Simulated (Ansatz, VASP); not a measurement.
# YCl2 in VASP and in Ansatz

INCAR

```
ALGO = Normal ; EDIFF = 1E-6
ENCUT = 520 ; GGA = PE
ISIF = 2 ; ISMEAR = -1
LASPH = T ; LCHARG = T
LELF = T ; LREAL = F
LVHAR = T ; LWAVE = F
NBANDS = 34 ; NELM = 100
PREC = Accurate ; SIGMA = 0.1
```

Contents of KPOINTS:

```
k-points
0
Gamma
  3 3 4
```

POSCAR

```
YCl2
1.0
    6.3007410000      0.0000000000      0.0000000000
    0.0000000000      6.4925910000      0.0000000000
    0.0000000000      0.0000000000      4.2408840000
Y Cl
2 4
Direct
    0.0000000000      0.0000000000      0.0000000000
    0.5000000000      0.5000000000      0.5000000000
    0.2750000000      0.3250000000      0.0000000000
    0.7250000000      0.6750000000      0.0000000000
    0.7750000000      0.1750000000      0.5000000000
    0.2250000000      0.8250000000      0.5000000000
```

Input for Ansatz:

```yaml
crystal:
  lattice:
    - [6.300741, 0.0, 0.0]
    - [0.0, 6.492591, 0.0]
    - [0.0, 0.0, 4.240884]
  atoms:
    - { symbol: "Y", position: [0.0, 0.0, 0.0] }
    - { symbol: "Y", position: [0.5, 0.5, 0.5] }
    - { symbol: Cl, position: [0.275, 0.325, 0.0] }
    - { symbol: Cl, position: [0.725, 0.675, 0.0] }
    - { symbol: Cl, position: [0.775, 0.175, 0.5] }
    - { symbol: Cl, position: [0.225, 0.825, 0.5] }
  symmetry: { tolerance: 0.0003 }
kpoints:
  mp_grid: { grid: [3, 3, 4], shift: [0, 0, 0] }
magnetization:
  spin_polarized: false
scf:
  occupations: { method: fermi_dirac }
hamiltonian:
  pseudopotentials: { kind: paw }
  xc: pbe
basis:
  ecutwfc: 420
output:
  forces: true
  stress: true
  eigenvalues: true
```

Alike in both runs: task single point; functional PBE; k mesh 3 × 3 × 4; no spin polarisation.

|  | VASP | Ansatz |
| --- | --- | --- |
| version | VASP 6.6.1 | Ansatz 0.2.0 |
| potentials or method | VASP PAW PBE potentials, release 64 (Y_sv, Cl), cutoff 520 eV | PAW plane waves |
| occupations | fermi-dirac, width 0.1 eV | fermi-dirac |
| valence electrons in the cell | 50 | 50 |

```tsv
	VASP	Ansatz	Ansatz less VASP
gap on the k mesh at the Fermi level (eV)	none	none	-
pressure (GPa)	-1.8	-1.8	+0.02
traceless stress, the component that is largest in VASP (GPa)	-2.51	-2.52	-0.010
rms of the force components (eV/Å)	0.012	0.012	+0.0004
```

Atom by atom the forces differ by 0.000 eV/Å (rms over components). A gap of «none» marks a metal or a gap that the smearing closes.

The k mesh is coarse, so the values compare programs but aren't converged.
